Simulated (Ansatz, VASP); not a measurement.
BN in VASP and in Ansatz

Contents of INCAR:

```
SYSTEM = BN
PREC = Accurate
ENCUT = 520
EDIFF = 1E-7
ISMEAR = -1
SIGMA = 0.02
LREAL = .False.
LASPH = .True.
NELM = 80
ALGO = Normal
ISIF = 2
LWAVE = .False.
LCHARG = .False.
GGA = PE
IBRION = 2
NSW = 80
EDIFFG = -0.02
```

File KPOINTS:

```
Automatic mesh
0
Gamma
  13 13 13
  0 0 0
```

File POSCAR:

```
BN
1.0
    0.0000000000      1.8075000000      1.8075000000
    1.8075000000      0.0000000000      1.8075000000
    1.8075000000      1.8075000000      0.0000000000
B N
1 1
Direct
    0.0000000000      0.0000000000      0.0000000000
    0.2500000000      0.2500000000      0.2500000000
```

Input for Ansatz:

```yaml
crystal:
  lattice:
    - [0.0, 1.8075, 1.8075]
    - [1.8075, 0.0, 1.8075]
    - [1.8075, 1.8075, 0.0]
  atoms:
    - { symbol: B, position: [0.0, 0.0, 0.0] }
    - { symbol: "N", position: [0.25, 0.25, 0.25] }
kpoints:
  mp_grid: { grid: [13, 13, 13] }
scf:
  occupations: { method: fermi_dirac, width: 0.02 }
hamiltonian:
  xc: pbe
  pseudopotentials: { kind: paw }
output:
  forces: true
  stress: true
  populations: true
  efg:
    quadrupole_moments_barn: { B: 0.04059, "N": 0.02044 }
    contact_densities: true
relax:
  f_tol: 0.02
  max_steps: 60
```

Alike in both runs: task relaxation of the atoms; functional PBE; k mesh 13 × 13 × 13; occupations fermi-dirac, width 0.02 eV; no spin polarisation.

|  | VASP | Ansatz |
| --- | --- | --- |
| version | VASP 6.6.1 | Ansatz 0.2.0 |
| potentials or method | VASP PAW PBE potentials, release 64 (B, N) | plane-wave PAW, scalar-relativistic |
| plane-wave cutoff (eV) | 520 | 420 |
| valence electrons in the cell | 8 | 8 |

|  | VASP | Ansatz | Ansatz less VASP |
| --- | --- | --- | --- |
| gap on the k mesh at the Fermi level, each at its own relaxed structure (eV) | 4.53 | 4.55 | +0.012 |

Ansatz's warnings: stress scf threshold loose.

Noted on VASP's run: the relaxation stopped at its first step, so nothing moved.
